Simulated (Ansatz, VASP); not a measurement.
# One calculation of ScGaTe3, two programs

```xyz
5
Lattice="3.5159 2.0299 3.9664 -3.5159 2.0299 3.9664 0.0000 -4.0599 3.9664" Properties=species:S:1:pos:R:3 pbc="T T T"
Sc    0.0000    0.0000    0.0000
Ga    0.0000    0.0000    5.9496
Te    0.0000   -2.0299    1.9832
Te    1.7580    1.0150    1.9832
Te   -1.7580    1.0150    1.9832
```

Alike in both runs: task relaxation of cell and atoms; functional PBE; k mesh 6 × 6 × 6; occupations gaussian, width 0.1 eV; no spin polarisation.

|  | VASP | Ansatz |
| --- | --- | --- |
| version | VASP 6.6.1 | Ansatz 0.2.0 |
| potentials or method | VASP PAW PBE potentials, release 64 (Sc_sv, Ga_d, Te), cutoff 600 eV | scalar-relativistic, plane waves, PAW |
| valence electrons in the cell | 42 | 72 |

|  | VASP | Ansatz | Ansatz less VASP |
| --- | --- | --- | --- |
| gap on the k mesh at the Fermi level, each at its own relaxed structure (eV) | none | none | - |
| relaxed volume (Å³/atom) | 34.31 | 34.31 | +0.001 |
| relaxed cell length with the largest relative difference (Å) | 5.663 | 5.661 | -0.0016 |

A gap of «none» marks a metal or a gap that the smearing closes. VASP's potentials hold 42 valence electrons a cell and Ansatz's 72, so a difference there can come from the potentials and not from the codes.

Spin-orbit coupling is off throughout.
